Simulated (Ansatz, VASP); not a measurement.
One calculation of Al, two programs

```xyz
4
Lattice="-1.4019 2.7791 4.4660 1.4019 -2.7791 4.4660 1.4019 2.7791 -4.4660" Properties=species:S:1:pos:R:3 pbc="T T T"
Al    0.0000    4.1279    0.0000
Al    0.0000    1.4304    0.0000
Al    1.4019    0.0000    2.0083
Al    0.0000    2.7791    2.4577
```

Alike in both runs: functional PBE; k mesh 18 × 18 × 18; occupations gaussian, width 0.1 eV; no spin polarisation.

Ansatz relaxed the structure, and its values are those at the end. VASP's run is a single point on that final structure, the one shown.

|  | VASP | Ansatz |
| --- | --- | --- |
| version | VASP 6.6.1 | Ansatz 0.2.0 |
| potentials or method | VASP PAW PBE potentials, release 64 (Al), cutoff 520 eV | scalar-relativistic, plane waves, PAW |
| valence electrons in the cell | 12 | 12 |

|  | VASP | Ansatz | Ansatz less VASP |
| --- | --- | --- | --- |
| gap on the k mesh at the Fermi level (eV) | none | none | - |
| pressure (GPa) | 0.0 | 0.0 | +0.03 |

A gap of «none» marks a metal or a gap that the smearing closes.
